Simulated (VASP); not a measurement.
# SnO2 (Pnnm) in VASP: a series of runs

The runs below take SnO2 through single point, with LDA.

Everything below comes from runs of VASP 6.6.1. Logs are shortened: lines on timing, memory, paths and dates and some standing lists are left out, and cuts for length are marked.

## Step 1: The cell of the first run

It takes space group Pnnm (No. 58, orthorhombic). Conventional cell: a = 4.720 Å, b = 4.721 Å, c = 3.189 Å, α = 90.00°, β = 90.00°, γ = 90.00°. Within 2.7 Å of Sn (site symmetry 2/m) lie 6 O at 2.06 to 2.07 Å. Within 2.7 Å of O (site symmetry m) lie 3 Sn at 2.06 to 2.07 Å and 1 O at 2.64 Å.

## Step 2: Single point, LDA (atoms displaced along a vibrational mode)

INCAR

```
ALGO = Normal
EDIFF = 1E-6
ENCUT = 520
ISIF = 2
ISMEAR = 0
LASPH = True
LCHARG = False
LREAL = False
LWAVE = False
NBANDS = 35
NELM = 100
PREC = Accurate
SIGMA = 0.05
```

KPOINTS

```
k-points
0
Gamma
  6 6 8
```

POSCAR

```
SnO2
1.0
    4.7201335122      0.0000000000      0.0000000000
    0.0000000000      4.7206343096      0.0000000000
    0.0000000000      0.0000000000      3.1888226875
Sn O
2 4
Direct
    0.5000000000      0.5000000000      0.5000000000
    0.0000000000      0.0000000000      0.0000000000
    0.2656935393      0.3464606415      0.0000000000
    0.7656935393      0.1535393585      0.5000000000
    0.2343064607      0.8464606415      0.5000000000
    0.7343064607      0.6535393585      0.0000000000
```

Potentials or basis: VASP PAW LDA potentials, release 64 (Sn_d, O).

Run with:

```
cat potpaw_LDA.64/Sn_d/POTCAR potpaw_LDA.64/O/POTCAR > POTCAR
mpirun -np 1 vasp_std > vasp.out
```

OUTCAR:

```text
EDIFF = 1E-6
   ENCUT = 520
   ISIF = 2
   ISMEAR = 0
   LASPH = True
   LREAL = False
   NELM = 100
   PREC = Accurate

 ion  position               nearest neighbor table
   1  0.500  0.500  0.500-   4 2.06   5 2.06   3 2.07   6 2.07   3 2.07   6 2.07   2 3.70   2 3.70
                             2 3.70   2 3.70   2 3.70   2 3.70   2 3.70   2 3.70
   2  0.000  0.000  0.000-   3 2.06   6 2.06   5 2.07   4 2.07   4 2.07   5 2.07   1 3.70   1 3.70
                             1 3.70   1 3.70   1 3.70   1 3.70   1 3.70   1 3.70
   3  0.266  0.346  0.000-   2 2.06   1 2.07   1 2.07
   4  0.766  0.154  0.500-   1 2.06   2 2.07   2 2.07
   5  0.234  0.846  0.500-   1 2.06   2 2.07   2 2.07
   6  0.734  0.654  0.000-   2 2.06   1 2.07   1 2.07

  LATTYP: Found a simple orthorhombic cell.
 ALAT       =     3.1888226875
 B/A-ratio  =     1.4802119700
 C/A-ratio  =     1.4803690177

  Lattice vectors:

 A1 = (   0.0000000000,   0.0000000000,   3.1888226875)
 A2 = (   4.7201335122,   0.0000000000,   0.0000000000)
 A3 = (   0.0000000000,   4.7206343096,   0.0000000000)

Analysis of symmetry for initial positions (statically):
=====================================================================
 Subroutine PRICEL returns:
 Original cell was already a primitive cell.

 Routine SETGRP: Setting up the symmetry group for a
 simple orthorhombic supercell.

 Subroutine GETGRP returns: Found  8 space group operations
 (whereof  4 operations were pure point group operations)
 out of a pool of  8 trial point group operations.

The static configuration has the point symmetry C_2h.
 The point group associated with its full space group is D_2h.

Analysis of symmetry for dynamics (positions and initial velocities):
=====================================================================
 Subroutine PRICEL returns:
 Original cell was already a primitive cell.

 Routine SETGRP: Setting up the symmetry group for a
 simple orthorhombic supercell.

 Subroutine GETGRP returns: Found  8 space group operations
 (whereof  4 operations were pure point group operations)
 out of a pool of  8 trial point group operations.

The dynamic configuration has the point symmetry C_2h.
 The point group associated with its full space group is D_2h.

 Subroutine INISYM returns: Found  8 space group operations
 (whereof  4 operations are pure point group operations),
 and found     1 'primitive' translations

----------------------------------------------------------------------------------------

                                     Primitive cell

  volume of cell :      71.0534

  direct lattice vectors                    reciprocal lattice vectors
     4.720133512  0.000000000  0.000000000     0.211858414  0.000000000  0.000000000
     0.000000000  4.720634310  0.000000000     0.000000000  0.211835939  0.000000000
     0.000000000  0.000000000  3.188822688     0.000000000  0.000000000  0.313595360

  length of vectors
     4.720133512  4.720634310  3.188822688     0.211858414  0.211835939  0.313595360

  position of ions in fractional coordinates (direct lattice)
     0.500000000  0.500000000  0.500000000
     0.000000000  0.000000000  0.000000000
     0.265693539  0.346460642  0.000000000
     0.765693539  0.153539358  0.500000000
     0.234306461  0.846460642  0.500000000
     0.734306461  0.653539358  0.000000000

  ion indices of the primitive-cell ions
   primitive index   ion index
                 1           1
                 2           2
                 3           3
                 4           4
                 5           5
                 6           6

----------------------------------------------------------------------------------------

 KPOINTS: k-points

Automatic generation of k-mesh.
 Grid dimensions read from file:
 generate k-points for:    6    6    8

 Generating k-lattice:

  Cartesian coordinates                     Fractional coordinates (reciprocal lattice)
     0.035309736  0.000000000  0.000000000     0.166666667  0.000000000  0.000000000
     0.000000000  0.035305990  0.000000000     0.000000000  0.166666667  0.000000000
     0.000000000  0.000000000  0.039199420     0.000000000  0.000000000  0.125000000

  Length of vectors
     0.035309736  0.035305990  0.039199420

  Shift w.r.t. Gamma in fractional coordinates (k-lattice)
     0.000000000  0.000000000  0.000000000

 Subroutine IBZKPT returns following result:
 ===========================================

 Found     80 irreducible k-points:

 Following reciprocal coordinates:
            Coordinates               Weight
  0.000000  0.000000  0.000000      1.000000
  0.166667  0.000000  0.000000      2.000000
  0.333333  0.000000  0.000000      2.000000
  0.500000  0.000000  0.000000      1.000000
  0.000000  0.166667  0.000000      2.000000
  0.166667  0.166667  0.000000      4.000000
[... 16 lines left out ...]
  0.333333  0.166667  0.125000      8.000000
  0.500000  0.166667  0.125000      4.000000
 [... further k-points ...]
   k-points           NKPTS =     80   k-points in BZ     NKDIM =     80   number of bands    NBANDS=     35
   number of dos      NEDOS =    301   number of ions     NIONS =      6
   total plane-waves  NPLWV =  31104
   dimension x,y,z NGX =    36 NGY =   36 NGZ =   24
   dimension x,y,z NGXF=    72 NGYF=   72 NGZF=   48
   ions per type =               2   4
   NGX,Y,Z   is equivalent  to a cutoff of  12.68, 12.68, 12.51 a.u.
   NGXF,Y,Z  is equivalent  to a cutoff of  25.36, 25.36, 25.02 a.u.
 SYSTEM =  unknown system
   PREC   = accura    normal or accurate (medium, high low for compatibility)
   ISTART =      0    job   : 0-new  1-cont  2-samecut
   ICHARG =      2    charge: 1-file 2-atom 10-const
   ISPIN  =      1    spin polarized calculation?
   LNONCOLLINEAR =      F non collinear calculations
   LSORBIT =      F    spin-orbit coupling
   LASPH  =      T    aspherical Exc in radial PAW
   ENCUT  =  520.0 eV  38.22 Ry    6.18 a.u.   8.78  8.78  5.93*2*pi/ulx,y,z
   NELM   =    100;   NELMIN=  2; NELMDL= -5     # of ELM steps
   EDIFF  = 0.1E-05   stopping-criterion for ELM
   LREAL  =      F    real-space projection
   EDIFFG = 0.1E-04   stopping-criterion for IOM
   NSW    =      0    number of steps for IOM
   IBRION =     -1    ionic relax: 0-MD 1-quasi-New 2-CG
   NFREE  =      0    steps in history (QN), initial steepest desc. (CG)
   ISIF   =      2    stress and relaxation
   ISYM   =      2    0-nonsym 1-usesym 2-fastsym
   POTIM  = 0.5000    time-step for ionic-motion
   TEBEG  =    0.0;   TEEND  =   0.0 temperature during run
   PSTRESS=    0.0 pullay stress
   NELECT =      52.0000    total number of electrons
   NUPDOWN=      -1.0000    fix difference up-down
   EMIN   =  10.00;   EMAX   =-10.00  energy-range for DOS
   EFERMI =   0.00;   METHOD = LEGACY
   ISMEAR =     0;   SIGMA  =   0.05  broadening in eV -4-tet -1-fermi 0-gaus
   EFERMI_NEDOS =   21; number of points for ismear=-14 and -15
   IALGO  =     38    algorithm
   IMIX   =      4    mixing-type and parameters
     AMIX     =   0.40;   BMIX     =  1.00
     AMIX_MAG =   1.60;   BMIX_MAG =  1.00
  volume/ion in A,a.u.               =      11.84        79.92
  Fermi-wavevector in a.u.,A,eV,Ry     =   1.475302  2.787917 29.613299  2.176516
  Thomas-Fermi vector in A             =   2.589968
   LORBIT       =      0    0 simple, 1 ext, 2 COOP (PROOUT), +10 PAW based schemes
   GGA     = CA    functional components
   LHFCALC =     F    Hartree Fock is set to
   AEXX    =    0.0000 exact exchange contribution
   IVDW    =     0    specifies the selected vdW correction
   LEPSILON=     F    determine dielectric tensor
   LRPA    =     F    only Hartree local field effects (RPA)
 non-spin polarized calculation
 Gauss-broadening in eV      SIGMA  =   0.05
  energy-cutoff  :      520.00
  volume of cell :       71.05
 maximum number of plane-waves:      1933
 NGX is ok and might be reduce to    36
   NGX = 17   NGY = 17   NGZ = 11

 number of electron      51.9999988 magnetization

 Free energy of the ion-electron system (eV)
  ---------------------------------------------------
  ext. energy  EPLUGINS =         0.00000000
  ---------------------------------------------------
  free energy    TOTEN  =       -42.15288130 eV

  energy without entropy =      -42.15288130  energy(sigma->0) =      -42.15288130

 E-fermi :   5.9741     XC(G=0): -11.8696

 val. band max:        5.6852505664   @ k =   0.3333   0.0000   0.0000
 cond. band min:       7.1557779696   @ k =   0.0000   0.0000   0.0000
 fundamental gap:      1.4705274032
 Fermi energy:         5.9740953818

 k-point     1 :       0.0000    0.0000    0.0000
  band No.  band energies     occupation
      1     -15.0018      2.00000
      2     -14.2630      2.00000
      3     -14.0307      2.00000
      4     -14.0066      2.00000
      5     -13.9905      2.00000
      6     -13.9188      2.00000
[... 27 lines left out ...]
     34      17.6267      0.00000
     35      18.2122      0.00000

 k-point     2 :       0.1667    0.0000    0.0000
  band No.  band energies     occupation
      1     -14.9592      2.00000
      2     -14.3071      2.00000
      3     -14.0290      2.00000
      4     -14.0038      2.00000
      5     -13.9895      2.00000
      6     -13.9513      2.00000
[... 27 lines left out ...]
     34      17.7465      0.00000
     35      18.2365      0.00000

 k-point     3 :       0.3333    0.0000    0.0000
  band No.  band energies     occupation
      1     -14.8366      2.00000
      2     -14.4517      2.00000
      3     -14.0240      2.00000
      4     -13.9971      2.00000
      5     -13.9952      2.00000
      6     -13.9885      2.00000
[... 27 lines left out ...]
     34      18.2199      0.00000
     35      18.7666      0.00000
[... 723 lines left out ...]
 k-point    23 :       0.3333    0.1667    0.1250
  band No.  band energies     occupation
      1     -14.7734      2.00000
      2     -14.4702      2.00000
      3     -14.1356      2.00000
      4     -14.1261      2.00000
      5     -13.9833      2.00000
      6     -13.9393      2.00000
[... 27 lines left out ...]
     34      18.0111      0.00000
     35      18.5309      0.00000

 k-point    24 :       0.5000    0.1667    0.1250
  band No.  band energies     occupation
      1     -14.6339      2.00000
      2     -14.6339      2.00000
      3     -14.1320      2.00000
      4     -14.1320      2.00000
      5     -13.9623      2.00000
      6     -13.9623      2.00000
[... 27 lines left out ...]
     34      17.8917      0.00000
     35      18.8421      0.00000

 [... further k-points ...]

------------------------ aborting loop because EDIFF is reached ----------------------------------------

  FORCE on cell =-STRESS in cart. coord.  units (eV):
  Direction    XX          YY          ZZ          XY          YZ          ZX
  --------------------------------------------------------------------------------------
  -------------------------------------------------------------------------------------
  Total       -1.5562822     -0.4138880     -0.9386366      0.0000000      0.0000000      0.0000000
  in kB      -35.0924687     -9.3327238    -21.1652341      0.0000000      0.0000000      0.0000000
  external PRESSURE =     -21.8634756 kB  Pullay stress =       0.0000000 kB

 VOLUME and BASIS-vectors are now :
 -----------------------------------------------------------------------------
  energy-cutoff  :      520.00
  volume of cell :       71.05
      direct lattice vectors                 reciprocal lattice vectors
     4.720133512  0.000000000  0.000000000     0.211858414  0.000000000  0.000000000
     0.000000000  4.720634310  0.000000000     0.000000000  0.211835939  0.000000000
     0.000000000  0.000000000  3.188822688     0.000000000  0.000000000  0.313595360

 POSITION                                       TOTAL-FORCE (eV/Angst)
 -----------------------------------------------------------------------------------
      2.36007      2.36032      1.59441        -0.000000      0.000000      0.000000
      0.00000      0.00000      0.00000        -0.000000      0.000000      0.000000
      1.25411      1.63551      0.00000         0.344418     -0.107320      0.000000
      3.61418      0.72480      1.59441         0.344418      0.107320      0.000000
      1.10596      3.99583      1.59441        -0.344418     -0.107320     -0.000000
      3.46602      3.08512      0.00000        -0.344418      0.107320      0.000000
 -----------------------------------------------------------------------------------
    total drift:                                0.000000      0.000000      0.000000

  FREE ENERGIE OF THE ION-ELECTRON SYSTEM (eV)
  ---------------------------------------------------
  free  energy   TOTEN  =       -42.1528812972 eV

  energy  without entropy=      -42.1528812972  energy(sigma->0) =      -42.15288130
```

Run time: 3.9 min. Hardware: 1 thread of Intel Xeon 8259CL, shared host; peak memory 0.26 GiB.

Results:

| Quantity | Value |
| --- | --- |
| Free energy | -42.1529 eV |
| Pressure | -2.2 GPa |
| Largest force | 0.361 eV/Å |
| Band gap on the k mesh | 1.47 eV (least direct gap 1.58 eV) |

Forces on the atoms (eV/Å):
```
Sn   0.000  0.000  0.000
Sn   0.000  0.000  0.000
O    0.344 -0.107  0.000
O    0.344  0.107  0.000
O   -0.344 -0.107  0.000
O   -0.344  0.107  0.000
```

Levels at points of the mesh, in eV from the valence-band top:
| k point | band 22 | band 23 | band 24 | band 25 | band 26 | band 27 | band 28 | band 29 | band 30 | band 31 |
| --- | --- | --- | --- | --- | --- | --- | --- | --- | --- | --- |
| (0.00, 0.00, 0.00) | -1.05 | -0.81 | -0.45 | -0.26 | -0.10 | 1.47 | 6.00 | 6.37 | 6.54 | 10.45 |
| (0.50, 0.00, 0.00) | -1.44 | -0.91 | -0.91 | -0.06 | -0.06 | 4.15 | 4.15 | 6.47 | 6.47 | 10.98 |
| (0.00, 0.50, 0.00) | -1.96 | -0.90 | -0.90 | -0.46 | -0.46 | 4.64 | 4.64 | 7.71 | 7.71 | 10.56 |
| (0.50, 0.50, 0.00) | -1.90 | -1.08 | -1.08 | -0.46 | -0.46 | 4.93 | 4.93 | 7.36 | 7.36 | 10.89 |
| (0.00, 0.00, 0.50) | -2.54 | -1.48 | -1.48 | -0.68 | -0.68 | 6.02 | 6.02 | 9.55 | 9.55 | 10.32 |
| (0.50, 0.00, 0.50) | -1.80 | -0.72 | -0.72 | -0.61 | -0.61 | 6.39 | 6.39 | 8.23 | 8.23 | 10.36 |
| (0.00, 0.50, 0.50) | -1.10 | -1.01 | -1.01 | -0.27 | -0.27 | 6.13 | 6.13 | 7.67 | 7.67 | 11.24 |
| (0.50, 0.50, 0.50) | -2.16 | -0.78 | -0.78 | -0.38 | -0.38 | 4.83 | 4.83 | 8.95 | 8.95 | 10.87 |

Caveat: the cell differs from its parent crystal (atoms displaced along a vibrational mode); spin-orbit coupling is left out, which moves the levels of the heavy elements. A k mesh can miss the band edges.

## Step 3: Single point, LDA (atoms displaced along a vibrational mode)

INCAR

```
PREC = Accurate
ENCUT = 520
EDIFF = 1E-7
ISMEAR = 0
SIGMA = 0.05
LREAL = False
LASPH = True
NELM = 80
ALGO = Normal
ISIF = 2
LWAVE = False
LCHARG = True
GGA = CA
LELF = True
LVHAR = True
NBANDS = 35
```

KPOINTS

```
Automatic mesh
0
Gamma
  6 6 8
```

POSCAR

```
SnO2
1.0
    4.7201335122      0.0000000000      0.0000000000
    0.0000000000      4.7206343096      0.0000000000
    0.0000000000      0.0000000000      3.1888226875
Sn O
2 4
Direct
    0.5000000000      0.5000000000      0.5000000000
    0.0000000000      0.0000000000      0.0000000000
    0.3462905307      0.2658743663      0.0000000000
    0.8462905307      0.2341256337      0.5000000000
    0.1537094693      0.7658743663      0.5000000000
    0.6537094693      0.7341256337      0.0000000000
```

Potentials or basis: VASP PAW LDA potentials, release 64 (Sn_d, O).

Run with:

```
cat potpaw_LDA.64/Sn_d/POTCAR potpaw_LDA.64/O/POTCAR > POTCAR
mpirun -np 1 vasp_std > vasp.out
```

It took 4.8 min on 1 thread of Intel Xeon 8259CL, shared host; peak memory 0.26 GiB.

It converged, with:

```
Free energy            : -42.1543 eV
Pressure               : -2.2 GPa
Largest force          : 0.358 eV/Å
Band gap on the k mesh : 1.47 eV (least direct gap 1.57 eV)
```

Forces on the atoms (eV/Å):
```
Sn   0.000  0.000  0.000
Sn   0.000  0.000  0.000
O   -0.106  0.342  0.000
O   -0.106 -0.342  0.000
O    0.106  0.342  0.000
O    0.106 -0.342  0.000
```

Stress tensor (GPa, compression positive):
```
-0.91  0.00  0.00
 0.00 -3.50  0.00
 0.00  0.00 -2.09
```

Levels at points of the mesh, in eV from the valence-band top:
```tsv
k point	band 24	band 25	band 26	band 27	band 28	band 29
(0.00, 0.00, 0.00)	-0.45	-0.27	-0.10	1.47	6.00	6.37
(0.50, 0.00, 0.00)	-0.91	-0.46	-0.46	4.64	4.64	7.70
(0.00, 0.50, 0.00)	-0.91	-0.06	-0.06	4.15	4.15	6.47
(0.50, 0.50, 0.00)	-1.08	-0.46	-0.46	4.93	4.93	7.36
(0.00, 0.00, 0.50)	-1.48	-0.68	-0.68	6.02	6.02	9.55
(0.50, 0.00, 0.50)	-1.02	-0.27	-0.27	6.13	6.13	7.67
(0.00, 0.50, 0.50)	-0.72	-0.61	-0.61	6.40	6.40	8.23
(0.50, 0.50, 0.50)	-0.78	-0.38	-0.38	4.83	4.83	8.95
```

Caveat: the cell differs from its parent crystal (atoms displaced along a vibrational mode); spin-orbit coupling is left out, which moves the levels of the heavy elements. A k mesh can miss the band edges.

[end of part 1 of 2]
